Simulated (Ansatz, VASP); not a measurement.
One calculation of In, two programs

```
CELL_PARAMETERS angstrom
-1.58520 1.58520 2.73337
1.58520 -1.58520 2.73337
1.58520 1.58520 -2.73337
ATOMIC_POSITIONS crystal
In 0.00000 0.00000 0.00000
```

Alike in both runs: task single point; functional PBE; k mesh 8 × 8 × 8; occupations fermi-dirac, width 0.1 eV; no spin polarisation.

|  | VASP | Ansatz |
| --- | --- | --- |
| version | VASP 6.6.1 | Ansatz 0.2.0 |
| potentials or method | VASP PAW PBE potentials, release 64 (In_d) | plane waves, PAW |
| plane-wave cutoff (eV) | 520 | 420 |
| valence electrons in the cell | 13 | 13 |

```tsv
	VASP	Ansatz	Ansatz less VASP
pressure (GPa)	0.0	0.0	+0.05
traceless stress, the component that is largest in VASP (GPa)	-0.14	-0.14	+0.001
```
